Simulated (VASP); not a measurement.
# Ag in VASP: density of states with PBE

Aim: the density of states of Ag with PBE.

Program: VASP 6.6.1. These are calculated values, not measurements. Logs are shortened: lines on timing, memory, paths and dates and some standing lists are left out, and cuts for length are marked.

### 1 The cell of the first run

The cell holds a slab with vacuum, 1 atom: a = 2.932 Å, b = 2.932 Å, c = 16.000 Å, α = 90.00°, β = 90.00°, γ = 120.00°.

### 2 Density of states, PBE

The input, POSCAR:

```
Ag
1.0
    2.9322829450      0.0000000000      0.0000000000
   -1.4661414725      2.5394315215      0.0000000000
    0.0000000000      0.0000000000     16.0000000000
Ag
1
Direct
    0.0000000000      0.0000000000      0.5000000000
```

The input, INCAR.step1:

```
SYSTEM = Ag
PREC = Accurate
ENCUT = 520
EDIFF = 1E-7
ISMEAR = -1
SIGMA = 0.05
LREAL = .False.
LASPH = .True.
NELM = 60
ALGO = Normal
ISIF = 2
LWAVE = .False.
LCHARG = .True.
LMAXMIX = 4
LDIPOL = .True.
IDIPOL = 3
DIPOL = 0.5 0.5 0.500
GGA = PE
NBANDS = 12
```

The input, KPOINTS.step1:

```
regular mesh
0
Gamma
  14 14 1
  0 0 0
```

The input, INCAR.step2:

```
SYSTEM = Ag
PREC = Accurate
ENCUT = 520
EDIFF = 1E-7
ISMEAR = -5
SIGMA = 0.05
LREAL = .False.
LASPH = .True.
NELM = 60
ALGO = Normal
ISIF = 2
LWAVE = .False.
LCHARG = .False.
LMAXMIX = 4
LDIPOL = .True.
IDIPOL = 3
DIPOL = 0.5 0.5 0.500
GGA = PE
LORBIT = 11
NBANDS = 12
NEDOS = 2001
ICHARG = 11
```

The input, KPOINTS.step2:

```
regular mesh
0
Gamma
  21 21 1
  0 0 0
```

Potentials or basis: VASP PAW PBE potentials, release 64 (Ag).

Launch:

```sh
$ cat potpaw_PBE.64/Ag/POTCAR > POTCAR
$ cp INCAR.step1 INCAR
$ cp KPOINTS.step1 KPOINTS
$ mpirun -np 1 vasp_std > vasp.out
$ cp INCAR.step2 INCAR
$ cp KPOINTS.step2 KPOINTS
$ mpirun -np 1 vasp_std > vasp.out
```

OUTCAR:

```text
SYSTEM = Ag
   PREC = Accurate
   ENCUT = 520
   EDIFF = 1E-7
   ISMEAR = -5
   LREAL = .False.
   LASPH = .True.
   NELM = 60
   ISIF = 2
   GGA = PE
   LORBIT = 11
   ICHARG = 11

 ion  position               nearest neighbor table
   1  0.000  0.000  0.500-

  LATTYP: Found a hexagonal cell.
 ALAT       =     2.9322829450
 C/A-ratio  =     5.4564993557

  Lattice vectors:

 A1 = (   2.9322829450,   0.0000000000,   0.0000000000)
 A2 = (  -1.4661414725,   2.5394315215,   0.0000000000)
 A3 = (   0.0000000000,   0.0000000000,  16.0000000000)

Analysis of symmetry for initial positions (statically):
=====================================================================
 Subroutine PRICEL returns:
 Original cell was already a primitive cell.

 Routine SETGRP: Setting up the symmetry group for a
 hexagonal supercell.

 Subroutine GETGRP returns: Found 24 space group operations
 (whereof 24 operations were pure point group operations)
 out of a pool of 24 trial point group operations.

The static configuration has the point symmetry D_6h.

Analysis of symmetry for dynamics (positions and initial velocities):
=====================================================================
 Subroutine PRICEL returns:
 Original cell was already a primitive cell.

 Routine SETGRP: Setting up the symmetry group for a
 hexagonal supercell.

 Subroutine GETGRP returns: Found 24 space group operations
 (whereof 24 operations were pure point group operations)
 out of a pool of 24 trial point group operations.

The dynamic configuration has the point symmetry D_6h.

 Subroutine INISYM returns: Found 24 space group operations
 (whereof 24 operations are pure point group operations),
 and found     1 'primitive' translations

----------------------------------------------------------------------------------------

                                     Primitive cell

  volume of cell :     119.1413

  direct lattice vectors                    reciprocal lattice vectors
     2.932282945  0.000000000  0.000000000     0.341031210  0.196894461  0.000000000
    -1.466141472  2.539431522  0.000000000     0.000000000  0.393788921  0.000000000
     0.000000000  0.000000000 16.000000000     0.000000000  0.000000000  0.062500000

  length of vectors
     2.932282945  2.932282945 16.000000000     0.393788921  0.393788921  0.062500000

  position of ions in fractional coordinates (direct lattice)
     0.000000000  0.000000000  0.500000000

  ion indices of the primitive-cell ions
   primitive index   ion index
                 1           1

----------------------------------------------------------------------------------------

 KPOINTS: regular mesh

Automatic generation of k-mesh.
 Grid dimensions read from file:
 generate k-points for:   21   21    1

 Generating k-lattice:

  Cartesian coordinates                     Fractional coordinates (reciprocal lattice)
     0.016239581  0.009375927  0.000000000     0.047619048 -0.000000000  0.000000000
     0.000000000  0.018751853  0.000000000     0.000000000  0.047619048  0.000000000
     0.000000000  0.000000000  0.062500000     0.000000000  0.000000000  1.000000000

  Length of vectors
     0.018751853  0.018751853  0.062500000

  Shift w.r.t. Gamma in fractional coordinates (k-lattice)
     0.000000000  0.000000000  0.000000000

 TETIRR: Found    229 inequivalent tetrahedra from     2646

 Subroutine IBZKPT returns following result:
 ===========================================

 Found     48 irreducible k-points:

 Following reciprocal coordinates:
            Coordinates               Weight
  0.000000  0.000000  0.000000      1.000000
  0.047619  0.000000  0.000000      6.000000
  0.095238  0.000000  0.000000      6.000000
  0.142857 -0.000000  0.000000      6.000000
  0.190476  0.000000  0.000000      6.000000
  0.238095  0.000000  0.000000      6.000000
[... 16 lines left out ...]
  0.142857  0.095238  0.000000     12.000000
  0.190476  0.095238  0.000000     12.000000
 [... further k-points ...]
   k-points           NKPTS =     48   k-points in BZ     NKDIM =     48   number of bands    NBANDS=     12
   number of dos      NEDOS =   2001   number of ions     NIONS =      1
   total plane-waves  NPLWV =  69120
   dimension x,y,z NGX =    24 NGY =   24 NGZ =  120
   dimension x,y,z NGXF=    48 NGYF=   48 NGZF=  240
   ions per type =               1
   NGX,Y,Z   is equivalent  to a cutoff of  13.61, 13.61, 12.47 a.u.
   NGXF,Y,Z  is equivalent  to a cutoff of  27.21, 27.21, 24.94 a.u.
 SYSTEM =  Ag
   PREC   = accura    normal or accurate (medium, high low for compatibility)
   ISTART =      0    job   : 0-new  1-cont  2-samecut
   ICHARG =     11    charge: 1-file 2-atom 10-const
   ISPIN  =      1    spin polarized calculation?
   LNONCOLLINEAR =      F non collinear calculations
   LSORBIT =      F    spin-orbit coupling
   LASPH  =      T    aspherical Exc in radial PAW
   ENCUT  =  520.0 eV  38.22 Ry    6.18 a.u.   5.45  5.45 29.75*2*pi/ulx,y,z
   NELM   =     60;   NELMIN=  2; NELMDL=  0     # of ELM steps
   EDIFF  = 0.1E-06   stopping-criterion for ELM
   LREAL  =      F    real-space projection
   EDIFFG = 0.1E-05   stopping-criterion for IOM
   NSW    =      0    number of steps for IOM
   IBRION =     -1    ionic relax: 0-MD 1-quasi-New 2-CG
   NFREE  =      0    steps in history (QN), initial steepest desc. (CG)
   ISIF   =      2    stress and relaxation
   ISYM   =      2    0-nonsym 1-usesym 2-fastsym
   POTIM  = 0.5000    time-step for ionic-motion
   TEBEG  =    0.0;   TEEND  =   0.0 temperature during run
   PSTRESS=    0.0 pullay stress
   NELECT =      11.0000    total number of electrons
   NUPDOWN=      -1.0000    fix difference up-down
   EMIN   =  10.00;   EMAX   =-10.00  energy-range for DOS
   EFERMI =   0.00;   METHOD = LEGACY
   ISMEAR =    -5;   SIGMA  =   0.05  broadening in eV -4-tet -1-fermi 0-gaus
   EFERMI_NEDOS =   21; number of points for ismear=-14 and -15
   IALGO  =     38    algorithm
   IMIX   =      4    mixing-type and parameters
     AMIX     =   0.40;   BMIX     =  1.00
     AMIX_MAG =   1.60;   BMIX_MAG =  1.00
  volume/ion in A,a.u.               =     119.14       804.01
  Fermi-wavevector in a.u.,A,eV,Ry     =   0.739920  1.398247  7.448945  0.547482
  Thomas-Fermi vector in A             =   1.834199
   LORBIT       =     11    0 simple, 1 ext, 2 COOP (PROOUT), +10 PAW based schemes
   GGA     = PE    functional components
   LHFCALC =     F    Hartree Fock is set to
   AEXX    =    0.0000 exact exchange contribution
   IVDW    =     0    specifies the selected vdW correction
   LEPSILON=     F    determine dielectric tensor
   LRPA    =     F    only Hartree local field effects (RPA)
 non-spin polarized calculation
 Fermi weights with tetrahedron method with Bloechl corrections
  energy-cutoff  :      520.00
  volume of cell :      119.14
 maximum number of plane-waves:      3275
 NGX is ok and might be reduce to    24

 number of electron      11.0000002 magnetization

 dipolmoment           0.000000      0.000000     -0.000000 electrons x Angstroem

 Free energy of the ion-electron system (eV)
  ---------------------------------------------------
  ext. energy  EPLUGINS =         0.00000000
  ---------------------------------------------------
  free energy    TOTEN  =        -2.17084438 eV

  energy without entropy =       -2.17084438  energy(sigma->0) =       -2.17084438

 E-fermi :  -2.7932     XC(G=0):  -2.7403

 val. band max:       -3.1672077304   @ k =   0.3333   0.0476   0.0000
 cond. band min:      -2.7928521941   @ k =   0.3810   0.0000   0.0000
 fundamental gap:      0.3743555363
 Fermi energy:        -2.7932455467

 k-point     1 :       0.0000    0.0000    0.0000
  band No.  band energies     occupation
      1      -8.0188      2.00000
      2      -6.6085      2.00000
      3      -6.6085      2.00000
      4      -5.7531      2.00000
      5      -5.5811      2.00000
      6      -5.5811      2.00000
      7      -1.5063      0.00000
      8       1.5167      0.00000
      9       2.3452      0.00000
     10       2.6736      0.00000
     11       4.9008      0.00000
     12       5.4984      0.00000

 k-point     2 :       0.0476    0.0000    0.0000
  band No.  band energies     occupation
      1      -7.9646      2.00000
      2      -6.6256      2.00000
      3      -6.5788      2.00000
      4      -5.7297      2.00000
      5      -5.6258      2.00000
      6      -5.5869      2.00000
      7      -1.4218      0.00000
      8       1.5680      0.00000
      9       2.4016      0.00000
     10       2.7245      0.00000
     11       4.9581      0.00000
     12       5.5474      0.00000

 k-point     3 :       0.0952    0.0000    0.0000
  band No.  band energies     occupation
      1      -7.8111      2.00000
      2      -6.6697      2.00000
      3      -6.4913      2.00000
      4      -5.7483      2.00000
      5      -5.6565      2.00000
      6      -5.6037      2.00000
      7      -1.1789      0.00000
      8       1.7220      0.00000
      9       2.5704      0.00000
     10       2.8773      0.00000
     11       5.1294      0.00000
     12       5.6942      0.00000
[... 286 lines left out ...]
 k-point    23 :       0.1429    0.0952    0.0000
  band No.  band energies     occupation
      1      -7.2516      2.00000
      2      -6.8309      2.00000
      3      -6.1763      2.00000
      4      -6.0598      2.00000
      5      -5.6949      2.00000
      6      -5.1532      2.00000
      7      -0.1090      0.00000
      8       2.4933      0.00000
      9       3.4044      0.00000
     10       3.6431      0.00000
     11       5.9750      0.00000
     12       6.4298      0.00000

 k-point    24 :       0.1905    0.0952    0.0000
  band No.  band energies     occupation
      1      -7.2124      2.00000
      2      -6.6945      2.00000
      3      -6.3495      2.00000
      4      -5.8814      2.00000
      5      -5.7420      2.00000
      6      -4.7285      2.00000
      7       0.4643      0.00000
      8       2.9568      0.00000
      9       3.8977      0.00000
     10       4.1036      0.00000
     11       6.4731      0.00000
     12       6.8687      0.00000

 [... further k-points ...]

------------------------ aborting loop because EDIFF is reached ----------------------------------------

 vacuum level on the upper side and lower side of the slab       (xc-potential included)        -0.031        -0.031

  FORCE on cell =-STRESS in cart. coord.  units (eV):
  Direction    XX          YY          ZZ          XY          YZ          ZX
  --------------------------------------------------------------------------------------
  -------------------------------------------------------------------------------------
  Total       -1.2486492     -1.2486492     -0.0294097      0.0000000      0.0000000     -0.0000000
  in kB      -16.7914674    -16.7914674     -0.3954927      0.0000000      0.0000000     -0.0000000
  external PRESSURE =     -11.3261425 kB  Pullay stress =       0.0000000 kB

 VOLUME and BASIS-vectors are now :
 -----------------------------------------------------------------------------
  energy-cutoff  :      520.00
  volume of cell :      119.14
      direct lattice vectors                 reciprocal lattice vectors
     2.932282945  0.000000000  0.000000000     0.341031210  0.196894461  0.000000000
    -1.466141472  2.539431522  0.000000000     0.000000000  0.393788921  0.000000000
     0.000000000  0.000000000 16.000000000     0.000000000  0.000000000  0.062500000

 POSITION                                       TOTAL-FORCE (eV/Angst)
 -----------------------------------------------------------------------------------
      0.00000      0.00000      8.00000         0.000000      0.000000      0.000000
 -----------------------------------------------------------------------------------
    total drift:                               -0.000000     -0.000000     -0.000000

  FREE ENERGIE OF THE ION-ELECTRON SYSTEM (eV)
  ---------------------------------------------------
  free  energy   TOTEN  =        -2.1708443804 eV

  energy  without entropy=       -2.1708443804  energy(sigma->0) =       -2.17084438

 vacuum level on the upper side and lower side of the slab         1.810         1.810

 total charge

# of ion       s       p       d       tot
------------------------------------------
    1        0.418   0.133   9.204   9.755
```

It took 45 s on 1 thread of Intel Xeon Platinum 8559C (Emerald Rapids), shared host; peak memory 0.25 GiB.

Results:

| Item | Value |
| --- | --- |
| Valence electrons inside the program's atomic spheres | Ag 9.76 |

Levels at points of the mesh, in eV from the Fermi level:
```tsv
k point	band 1	band 2	band 3	band 4	band 5	band 6	band 7	band 8	band 9	band 10
(0.00, 0.00, 0.00)	-5.23	-3.82	-3.82	-2.96	-2.79	-2.79	1.29	4.31	5.14	5.47
```

Caveat: tetrahedron occupations give inexact forces and stress in metals.
